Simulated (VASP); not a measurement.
# MnS (F-43m) in VASP: a series of runs

MnS is run at these levels: PBEsol, revPBE+D3(BJ), revPBE+D4, RPBE; tasks: relaxation of cell and atoms, single point.

Everything below comes from runs of VASP 6.6.1. Logs are shortened: lines on timing, memory, paths and dates and some standing lists are left out, and cuts for length are marked.

## 1. The cell of the first run

The structure is cubic, space group F-43m (No. 216). Conventional cell: a = 4.947 Å, b = 4.947 Å, c = 4.947 Å, α = 90.00°, β = 90.00°, γ = 90.00°. Mn (site symmetry -43m) has 4 S at 2.14 Å within 2.8 Å. Within 2.8 Å of S (site symmetry -43m) lie 4 Mn at 2.14 Å.

## 2. Relaxation of cell and atoms, PBEsol, collinear spin, ferromagnetic start

File INCAR:

```
  PREC = Accurate
  ENCUT = 600
  EDIFF = 1E-6
  ISMEAR = -1
  SIGMA = 0.05
  LREAL = False
  LASPH = True
  NELM = 150
  ALGO = Normal
  ISIF = 3
  LWAVE = False
  LCHARG = False
  ISPIN = 2
  MAGMOM = 4 0
  LORBIT = 11
  LMAXMIX = 4
  GGA = PS
  IBRION = 2
  NSW = 60
  EDIFFG = -0.01
```

File KPOINTS:

```
regular mesh
0
Gamma
  9 9 9
```

File POSCAR:

```
MnS
1.0
    0.0000000000      2.4734634191      2.4734634191
    2.4734634191      0.0000000000      2.4734634191
    2.4734634191      2.4734634191      0.0000000000
Mn S
1 1
Direct
    0.0000000000      0.0000000000      0.0000000000
    0.7500000000      0.7500000000      0.7500000000
```

Potentials or basis: VASP PAW PBE potentials, release 64 (Mn_pv, S).

Run with:

```
$ cat potpaw_PBE.64/Mn_pv/POTCAR potpaw_PBE.64/S/POTCAR > POTCAR
$ mpirun -np 1 vasp_std > vasp.out
```

OUTCAR:

```text
PREC = Accurate
   ENCUT = 600
   EDIFF = 1E-6
   ISMEAR = -1
   LREAL = False
   LASPH = True
   NELM = 150
   ISIF = 3
   ISPIN = 2
   LORBIT = 11
   GGA = PS
   IBRION = 2
   NSW = 60
   EDIFFG = -0.01

 ion  position               nearest neighbor table
   1  0.000  0.000  0.000-   2 2.14   2 2.14   2 2.14   2 2.14
   2  0.750  0.750  0.750-   1 2.14   1 2.14   1 2.14   1 2.14

  LATTYP: Found a face centered cubic cell.
 ALAT       =     4.9469268382

  Lattice vectors:

 A1 = (   0.0000000000,   2.4734634191,   2.4734634191)
 A2 = (   2.4734634191,   0.0000000000,   2.4734634191)
 A3 = (   2.4734634191,   2.4734634191,   0.0000000000)

Analysis of symmetry for initial positions (statically):
=====================================================================
 Subroutine PRICEL returns:
 Original cell was already a primitive cell.

 Routine SETGRP: Setting up the symmetry group for a
 face centered cubic supercell.

 Subroutine GETGRP returns: Found 24 space group operations
 (whereof 24 operations were pure point group operations)
 out of a pool of 48 trial point group operations.

The static configuration has the point symmetry T_d .

Analysis of symmetry for dynamics (positions and initial velocities):
=====================================================================
 Subroutine PRICEL returns:
 Original cell was already a primitive cell.

 Routine SETGRP: Setting up the symmetry group for a
 face centered cubic supercell.

 Subroutine GETGRP returns: Found 24 space group operations
 (whereof 24 operations were pure point group operations)
 out of a pool of 48 trial point group operations.

The dynamic configuration has the point symmetry T_d .

Analysis of structural, dynamic, and magnetic symmetry:
=====================================================================
 Subroutine PRICEL returns:
 Original cell was already a primitive cell.

 Routine SETGRP: Setting up the symmetry group for a
 face centered cubic supercell.

 Subroutine GETGRP returns: Found 24 space group operations
 (whereof 24 operations were pure point group operations)
 out of a pool of 48 trial point group operations.

The overall configuration has the point symmetry T_d .

 Subroutine INISYM returns: Found 24 space group operations
 (whereof 24 operations are pure point group operations),
 and found     1 'primitive' translations

----------------------------------------------------------------------------------------

                                     Primitive cell

  volume of cell :      30.2654

  direct lattice vectors                    reciprocal lattice vectors
     0.000000000  2.473463419  2.473463419    -0.202145702  0.202145702  0.202145702
     2.473463419  0.000000000  2.473463419     0.202145702 -0.202145702  0.202145702
     2.473463419  2.473463419  0.000000000     0.202145702  0.202145702 -0.202145702

  length of vectors
     3.498005513  3.498005513  3.498005513     0.350126627  0.350126627  0.350126627

  position of ions in fractional coordinates (direct lattice)
     0.000000000  0.000000000  0.000000000
     0.750000000  0.750000000  0.750000000

  ion indices of the primitive-cell ions
   primitive index   ion index
                 1           1
                 2           2

----------------------------------------------------------------------------------------

 KPOINTS: regular mesh

Automatic generation of k-mesh.
 Grid dimensions read from file:
 generate k-points for:    9    9    9

 Generating k-lattice:

  Cartesian coordinates                     Fractional coordinates (reciprocal lattice)
    -0.022460634  0.022460634  0.022460634     0.111111111  0.000000000  0.000000000
     0.022460634 -0.022460634  0.022460634     0.000000000  0.111111111  0.000000000
     0.022460634  0.022460634 -0.022460634     0.000000000  0.000000000  0.111111111

  Length of vectors
     0.038902959  0.038902959  0.038902959

  Shift w.r.t. Gamma in fractional coordinates (k-lattice)
     0.000000000  0.000000000  0.000000000

 Subroutine IBZKPT returns following result:
 ===========================================

 Found     35 irreducible k-points:

 Following reciprocal coordinates:
            Coordinates               Weight
  0.000000  0.000000  0.000000      1.000000
  0.111111  0.000000  0.000000      8.000000
  0.222222  0.000000  0.000000      8.000000
  0.333333  0.000000  0.000000      8.000000
  0.444444  0.000000  0.000000      8.000000
  0.111111  0.111111  0.000000      6.000000
[... 16 lines left out ...]
 -0.333333  0.333333  0.000000     12.000000
  0.444444  0.444444  0.000000      6.000000
 [... further k-points ...]
   k-points           NKPTS =     35   k-points in BZ     NKDIM =     35   number of bands    NBANDS=     15
   number of dos      NEDOS =    301   number of ions     NIONS =      2
   total plane-waves  NPLWV =  21952
   dimension x,y,z NGX =    28 NGY =   28 NGZ =   28
   dimension x,y,z NGXF=    56 NGYF=   56 NGZF=   56
   ions per type =               1   1
   NGX,Y,Z   is equivalent  to a cutoff of  13.31, 13.31, 13.31 a.u.
   NGXF,Y,Z  is equivalent  to a cutoff of  26.61, 26.61, 26.61 a.u.
 SYSTEM =  unknown system
   PREC   = accura    normal or accurate (medium, high low for compatibility)
   ISTART =      0    job   : 0-new  1-cont  2-samecut
   ICHARG =      2    charge: 1-file 2-atom 10-const
   ISPIN  =      2    spin polarized calculation?
   LNONCOLLINEAR =      F non collinear calculations
   LSORBIT =      F    spin-orbit coupling
   LASPH  =      T    aspherical Exc in radial PAW
   ENCUT  =  600.0 eV  44.10 Ry    6.64 a.u.   6.99  6.99  6.99*2*pi/ulx,y,z
   NELM   =    150;   NELMIN=  2; NELMDL= -5     # of ELM steps
   EDIFF  = 0.1E-05   stopping-criterion for ELM
   LREAL  =      F    real-space projection
   EDIFFG = -.1E-01   stopping-criterion for IOM
   NSW    =     60    number of steps for IOM
   IBRION =      2    ionic relax: 0-MD 1-quasi-New 2-CG
   NFREE  =      1    steps in history (QN), initial steepest desc. (CG)
   ISIF   =      3    stress and relaxation
   ISYM   =      2    0-nonsym 1-usesym 2-fastsym
   POTIM  = 0.5000    time-step for ionic-motion
   TEBEG  =    0.0;   TEEND  =   0.0 temperature during run
   PSTRESS=    0.0 pullay stress
   NELECT =      19.0000    total number of electrons
   NUPDOWN=      -1.0000    fix difference up-down
   EMIN   =  10.00;   EMAX   =-10.00  energy-range for DOS
   EFERMI =   0.00;   METHOD = LEGACY
   ISMEAR =    -1;   SIGMA  =   0.05  broadening in eV -4-tet -1-fermi 0-gaus
   EFERMI_NEDOS =   21; number of points for ismear=-14 and -15
   IALGO  =     38    algorithm
   IMIX   =      4    mixing-type and parameters
     AMIX     =   0.40;   BMIX     =  1.00
     AMIX_MAG =   1.60;   BMIX_MAG =  1.00
  volume/ion in A,a.u.               =      15.13       102.12
  Fermi-wavevector in a.u.,A,eV,Ry     =   1.401771  2.648964 26.734947  1.964963
  Thomas-Fermi vector in A             =   2.524600
   LORBIT       =     11    0 simple, 1 ext, 2 COOP (PROOUT), +10 PAW based schemes
   GGA     = PS    functional components
   LHFCALC =     F    Hartree Fock is set to
   AEXX    =    0.0000 exact exchange contribution
   IVDW    =     0    specifies the selected vdW correction
   LEPSILON=     F    determine dielectric tensor
   LRPA    =     F    only Hartree local field effects (RPA)
 conjugate gradient relaxation of ions
 spin polarized calculation
  energy-cutoff  :      600.00
  volume of cell :       30.27
 maximum number of plane-waves:      1022
   NGX = 13   NGY = 13   NGZ = 13

--------------------------------------- Ionic step        1  -------------------------------------------

 number of electron      18.9999987 magnetization       0.2333553

 Free energy of the ion-electron system (eV)
  ---------------------------------------------------
  ext. energy  EPLUGINS =         0.00000000
  ---------------------------------------------------
  free energy    TOTEN  =       -14.77445443 eV

  energy without entropy =      -14.75435702  energy(sigma->0) =      -14.76440573

------------------------ aborting loop because EDIFF is reached ----------------------------------------

  FORCE on cell =-STRESS in cart. coord.  units (eV):
  Direction    XX          YY          ZZ          XY          YZ          ZX
  --------------------------------------------------------------------------------------
  -------------------------------------------------------------------------------------
  Total       -0.5192427     -0.5192427     -0.5192427      0.0000000      0.0000000      0.0000000
  in kB      -27.4874540    -27.4874540    -27.4874540      0.0000000      0.0000000      0.0000000
  external PRESSURE =     -27.4874540 kB  Pullay stress =       0.0000000 kB
[... 57 lines left out ...]
  energy  without entropy=      -14.7551300223  energy(sigma->0) =      -14.76502176

--------------------------------------- Ionic step        3  -------------------------------------------

 number of electron      18.9999990 magnetization       0.2066038

 Free energy of the ion-electron system (eV)
  ---------------------------------------------------
  ext. energy  EPLUGINS =         0.00000000
  ---------------------------------------------------
  free energy    TOTEN  =       -14.77962732 eV

  energy without entropy =      -14.75967864  energy(sigma->0) =      -14.76965298

 E-fermi :   7.5218     XC(G=0): -11.5241

 val. band max:        7.5159598895   @ k =  -0.3333   0.3333   0.0000
 cond. band min:       7.5291803221   @ k =  -0.3333   0.1111   0.0000
 fundamental gap:      0.0132204326
 Fermi energy:         7.5218282687

 spin component 1

 k-point     1 :       0.0000    0.0000    0.0000
  band No.  band energies     occupation
      1     -40.1285      1.00000
      2     -40.1285      1.00000
      3     -40.1285      1.00000
      4      -7.8555      1.00000
      5       2.7373      1.00000
      6       2.7373      1.00000
      7       2.7373      1.00000
      8       6.6427      1.00000
      9       6.6427      1.00000
     10      11.3048      0.00000
     11      11.3048      0.00000
     12      11.3048      0.00000
     13      11.3337      0.00000
     14      15.4759      0.00000
     15      15.4759      0.00000
[... 399 lines left out ...]
      1     -40.1562      1.00000
      2     -40.1389      1.00000
      3     -40.1389      1.00000
      4      -6.1205      1.00000
      5       0.7350      1.00000
      6       3.4109      1.00000
      7       3.4109      1.00000
      8       5.6388      1.00000
      9       7.3027      0.98766
     10       7.4716      0.73203
     11       7.8146      0.00285
     12       7.8146      0.00285
     13      13.0429      0.00000
     14      14.4035      0.00000
     15      20.8336      0.00000

 [... further k-points ...]

 spin component 2

 k-point     1 :       0.0000    0.0000    0.0000
  band No.  band energies     occupation
      1     -39.9324      1.00000
      2     -39.9324      1.00000
      3     -39.9324      1.00000
      4      -7.8460      1.00000
      5       2.7885      1.00000
      6       2.7885      1.00000
      7       2.7885      1.00000
      8       6.8668      1.00000
      9       6.8668      1.00000
     10      11.3567      0.00000
     11      11.3835      0.00000
     12      11.3835      0.00000
     13      11.3835      0.00000
     14      15.5237      0.00000
     15      15.5237      0.00000
[... 443 lines left out ...]
  FREE ENERGIE OF THE ION-ELECTRON SYSTEM (eV)
  ---------------------------------------------------
  free  energy   TOTEN  =       -14.7796273200 eV

  energy  without entropy=      -14.7596786400  energy(sigma->0) =      -14.76965298

 reached required accuracy - stopping structural energy minimisation

 total charge

# of ion       s       p       d       tot
------------------------------------------
    1        0.364   6.327   5.394  12.085
    2        1.316   2.410   0.000   3.726
--------------------------------------------------
tot          1.680   8.737   5.394  15.812

 magnetization (x)

# of ion       s       p       d       tot
------------------------------------------
    1        0.007   0.003   0.190   0.200
    2       -0.001  -0.004   0.000  -0.005
--------------------------------------------------
tot          0.006  -0.001   0.190   0.195
```

It took 2.4 min on 1 thread of Intel Xeon Platinum 8375C at 2.90GHz (Ice Lake), shared host; peak memory 0.19 GiB.

Results:

- Free energy: -14.7796 eV
- Relaxed volume: 14.84 Å³/atom
- Relaxed cell: a = 3.475 Å, b = 3.475 Å, c = 3.475 Å, α = 60.00°, β = 60.00°, γ = 60.00°
- Space group after relaxing (to 0.05 Å): F-43m (No. 216)
- Energy gained by relaxing: 2.6 meV/atom
- Ionic steps: 3
- Pressure after relaxing: 0.0 GPa
- Net moment: 0.21 μB per cell
- Site moments: Mn +0.20; S -0.01 μB
- Valence electrons inside the program's atomic spheres: Mn 12.09; S 3.73

The path:
| step | energy change (eV) | largest force (eV/Å) | pressure (GPa) | volume (Å³) |
| --- | --- | --- | --- | --- |
| 1 | 0.0000 | 0.0000 | -2.75 | 30.27 |
| 2 | -0.0005 | 0.0000 | 2.85 | 29.14 |
| 3 | -0.0052 | 0.0000 | 0.01 | 29.68 |

Final structure:
```yaml
crystal:
  lattice:
    - [0.00000, 2.45743, 2.45743]
    - [2.45743, 0.00000, 2.45743]
    - [2.45743, 2.45743, 0.00000]
  atoms:
    - { symbol: Mn, position: [0.00000, 0.00000, 0.00000] }
    - { symbol: S, position: [0.75000, 0.75000, 0.75000] }
```

Levels at points of the mesh, in eV from the Fermi level:
Spin up:
| k point | band 8 | band 9 | band 10 | band 11 | band 12 | band 13 |
| --- | --- | --- | --- | --- | --- | --- |
| (0.00, 0.00, 0.00) | -0.88 | -0.88 | 3.78 | 3.78 | 3.78 | 3.81 |
Spin down:
```csv
k point,band 5,band 6,band 7,band 8,band 9,band 10,band 11,band 12,band 13,band 14
"(0.00, 0.00, 0.00)",-4.73,-4.73,-4.73,-0.66,-0.66,3.83,3.86,3.86,3.86,8.00
```

Caveat: the PAW data sets were made with another functional, which shifts forces and pressure a little; the moment fell far below its start of 4 μB, so a state of higher moment may lie lower in energy; semilocal functionals often make such compounds metallic where correlation or magnetic order opens a gap, which also shifts bond lengths. With open d or f shells a metallic result of PBEsol can be an artefact of self-interaction; +U or a hybrid may open a gap.

## 3. Single point, revPBE+D3(BJ), collinear spin, ferromagnetic start

This run uses another cell than the first one, of 14.59 Å³/atom, 0.964 times its volume.

File INCAR:

```
  PREC = Accurate
  ENCUT = 500
  EDIFF = 1E-6
  ISMEAR = -1
  SIGMA = 0.05
  LREAL = False
  LASPH = True
  NELM = 200
  ALGO = Normal
  ISIF = 2
  LWAVE = False
  LCHARG = True
  ISPIN = 2
  MAGMOM = 4 0
  LORBIT = 11
  LMAXMIX = 4
  GGA = RE
  IVDW = 12
  LELF = True
  LVHAR = True
  NBANDS = 20
  GGA_COMPAT = False
```

File KPOINTS:

```
Automatic mesh
0
Gamma
  9 9 9
```

File POSCAR:

```
MnS
1.0
    0.0000000000      2.4436678682      2.4436678682
    2.4436678682      0.0000000000      2.4436678682
    2.4436678682      2.4436678682      0.0000000000
Mn S
1 1
Direct
    0.0000000000      0.0000000000      0.0000000000
    0.7500000000      0.7500000000      0.7500000000
```

Potentials or basis: VASP PAW PBE potentials, release 64 (Mn_pv, S).

Run with:

```
$ cat potpaw_PBE.64/Mn_pv/POTCAR potpaw_PBE.64/S/POTCAR > POTCAR
$ mpirun -np 1 vasp_std > vasp.out
```

It took 28 s on 1 thread of Intel Xeon 6975P-C (Granite Rapids), shared host; peak memory 0.19 GiB.

It converged, with:

```
Free energy                                           : -14.8257 eV
Pressure                                              : -0.2 GPa
Net moment                                            : 0.18 μB per cell
Site moments                                          : Mn +0.17; S -0.00 μB
Valence electrons inside the program's atomic spheres : Mn 12.10; S 3.78
Dispersion energy per atom                            : -0.980 eV
```

Levels at points of the mesh, in eV from the Fermi level:
Spin up:
```csv
k point,band 6,band 7,band 8,band 9,band 10,band 11,band 12,band 13,band 14,band 15
"(0.00, 0.00, 0.00)",-4.86,-4.86,-0.92,-0.92,3.88,3.88,3.88,4.06,8.03,8.03
```
Spin down:
| k point | band 6 | band 7 | band 8 | band 9 | band 10 | band 11 | band 12 | band 13 |
| --- | --- | --- | --- | --- | --- | --- | --- | --- |
| (0.00, 0.00, 0.00) | -4.82 | -4.82 | -0.71 | -0.71 | 3.94 | 3.94 | 3.94 | 4.08 |

Caveat: the PAW data sets were made with another functional, which shifts forces and pressure a little; the moment fell far below its start of 4 μB, so a state of higher moment may lie lower in energy; semilocal functionals often make such compounds metallic where correlation or magnetic order opens a gap, which also shifts bond lengths; pairwise dispersion overbinds metals, which lowers pressure and volume. With open d or f shells a metallic result of revPBE can be an artefact of self-interaction; +U or a hybrid may open a gap.

## 4. Single point, revPBE+D4, collinear spin, ferromagnetic start

This run uses another cell than the first one, of 14.66 Å³/atom, 0.969 times its volume.

File INCAR:

```
  PREC = Accurate
  ENCUT = 500
  EDIFF = 1E-6
  ISMEAR = -1
  SIGMA = 0.05
  LREAL = F
  LASPH = T
  NELM = 200
  ALGO = Normal
  ISIF = 2
  LWAVE = F
  LCHARG = F
  ISPIN = 2
  MAGMOM = 4 0
  LORBIT = 11
  LMAXMIX = 4
  GGA = RE
  IVDW = 13
  NBANDS = 20
  GGA_COMPAT = F
```

File KPOINTS:

```
regular mesh
0
Gamma
  9 9 9
```

File POSCAR:

```
MnS
1.0
    0.0000000000      2.4476924053      2.4476924053
    2.4476924053      0.0000000000      2.4476924053
    2.4476924053      2.4476924053      0.0000000000
Mn S
1 1
Direct
    0.0000000000      0.0000000000      0.0000000000
    0.7500000000      0.7500000000      0.7500000000
```

Run with:

```
$ cat potpaw_PBE.64/Mn_pv/POTCAR potpaw_PBE.64/S/POTCAR > POTCAR
$ mpirun -np 1 vasp_std > vasp.out
```

Wall time 28 s (1 thread of Intel Xeon 6975P-C (Granite Rapids), shared host); peak memory 0.18 GiB.

Results (log left out):

| Item | Value |
| --- | --- |
| Free energy | -14.6598 eV |
| Pressure | -0.2 GPa |
| Net moment | 0.18 μB per cell |
| Site moments | Mn +0.18; S -0.00 μB |
| Valence electrons inside the program's atomic spheres | Mn 12.09; S 3.77 |
| Dispersion energy per atom | -0.892 eV |

Levels at points of the mesh, in eV from the Fermi level:
Spin up:
| k point | band 6 | band 7 | band 8 | band 9 | band 10 | band 11 | band 12 | band 13 | band 14 | band 15 |
| --- | --- | --- | --- | --- | --- | --- | --- | --- | --- | --- |
| (0.00, 0.00, 0.00) | -4.84 | -4.84 | -0.92 | -0.92 | 3.85 | 3.85 | 3.85 | 4.03 | 8.01 | 8.01 |
Spin down:
| k point | band 6 | band 7 | band 8 | band 9 | band 10 | band 11 | band 12 | band 13 |
| --- | --- | --- | --- | --- | --- | --- | --- | --- |
| (0.00, 0.00, 0.00) | -4.80 | -4.80 | -0.70 | -0.70 | 3.91 | 3.91 | 3.91 | 4.05 |

Caveat: the PAW data sets were made with another functional, which shifts forces and pressure a little; the moment fell far below its start of 4 μB, so a state of higher moment may lie lower in energy; semilocal functionals often make such compounds metallic where correlation or magnetic order opens a gap, which also shifts bond lengths; pairwise dispersion overbinds metals, which lowers pressure and volume. With open d or f shells a metallic result of revPBE can be an artefact of self-interaction; +U or a hybrid may open a gap.

[end of part 1 of 2]
